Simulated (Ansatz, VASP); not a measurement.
# Sn in VASP and in Ansatz

File INCAR:

```
SYSTEM = Sn
PREC = Accurate ; ENCUT = 520
EDIFF = 1E-6 ; ISMEAR = 0
SIGMA = 0.15 ; LREAL = .False.
LASPH = .True. ; NELM = 80
ALGO = Fast ; ISIF = 2
LWAVE = .False. ; LCHARG = .False.
GGA = PS ; NBANDS = 21
```

File KPOINTS:

```
regular mesh
0
Gamma
  12 12 12
  0 0 0
```

File POSCAR:

```
Sn
1.0
    0.0000000000      3.3754240000      3.1157760000
    3.3754240000      0.0000000000      3.1157760000
    3.3754240000      3.3754240000      0.0000000000
Sn
2
Direct
    0.5000000000      0.5000000000      0.5000000000
    0.7500000000      0.7500000000      0.7500000000
```

Input for Ansatz:

```yaml
crystal:
  lattice:
    - [0.0, 3.375424, 3.115776]
    - [3.375424, 0.0, 3.115776]
    - [3.375424, 3.375424, 0.0]
  atoms:
    - { symbol: Sn, position: [0.5, 0.5, 0.5] }
    - { symbol: Sn, position: [0.75, 0.75, 0.75] }
basis:
  ecutwfc: 420
kpoints:
  mp_grid: { grid: [12, 12, 12] }
hamiltonian:
  xc: pbesol
scf:
  occupations: { method: gaussian, width: 0.15 }
output:
  forces: true
  stress: true
  eigenvalues: true
```

Change from the starting cell: strain +0.040 along x and y, -0.040 along z, atoms carried along.

Alike in both runs: task single point; functional PBEsol; k mesh 12 × 12 × 12; occupations gaussian, width 0.15 eV; no spin polarisation.

|  | VASP | Ansatz |
| --- | --- | --- |
| version | VASP 6.6.1 | Ansatz 0.2.0 |
| potentials or method | VASP PAW PBE potentials, release 64 (Sn_d), cutoff 520 eV | scalar-relativistic, plane waves, PAW |
| valence electrons in the cell | 28 | 28 |

|  | VASP | Ansatz | Ansatz less VASP |
| --- | --- | --- | --- |
| gap on the k mesh at the Fermi level (eV) | none | none | - |
| pressure (GPa) | -0.8 | -0.6 | +0.12 |
| traceless stress, the component that is largest in VASP (GPa) | 1.37 | 1.37 | -0.002 |

VASP's potentials were made for PBE, not for PBEsol. A gap of «none» marks a metal or a gap that the smearing closes.
